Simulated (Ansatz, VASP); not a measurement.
# One calculation of Ta4N, two programs

```xyz
5
Lattice="4.2303 0.0000 0.0000 0.0000 4.2303 0.0000 0.0000 0.0000 4.2303" Properties=species:S:1:pos:R:3 pbc="T T T"
Ta    2.1152    0.0000    0.0000
Ta    0.0000    2.1152    0.0000
Ta    0.0000    0.0000    2.1152
Ta    2.1152    2.1152    2.1152
N     0.0000    0.0000    0.0000
```

Change from the starting cell: species swapped into the Co4N type (Pm-3m, No. 221).

Alike in both runs: task single point; functional PBE; k mesh 4 × 4 × 4; occupations gaussian, width 0.1 eV; collinear spin.

|  | VASP | Ansatz |
| --- | --- | --- |
| version | VASP 6.6.1 | Ansatz 0.2.0 |
| potentials or method | VASP PAW PBE potentials, release 64 (Ta_pv, N), cutoff 520 eV | scalar-relativistic, plane waves, PAW |
| valence electrons in the cell | 49 | 57 |

```tsv
	VASP	Ansatz	Ansatz less VASP
gap on the k mesh at the Fermi level (eV)	none	none	-
pressure (GPa)	11.7	11.3	-0.31
net moment per atom (μB)	0.00	0.00	0.000
```

A gap of «none» marks a metal or a gap that the smearing closes. With one functional, cell and mesh, what is left measures potentials, basis and numerics. VASP's potentials hold 49 valence electrons a cell and Ansatz's 57, so a difference there can come from the potentials and not from the codes. Ansatz's warnings: seeded moment not kept.

The k mesh is coarse, so the values compare programs but aren't converged. Neither program's run includes spin-orbit coupling.
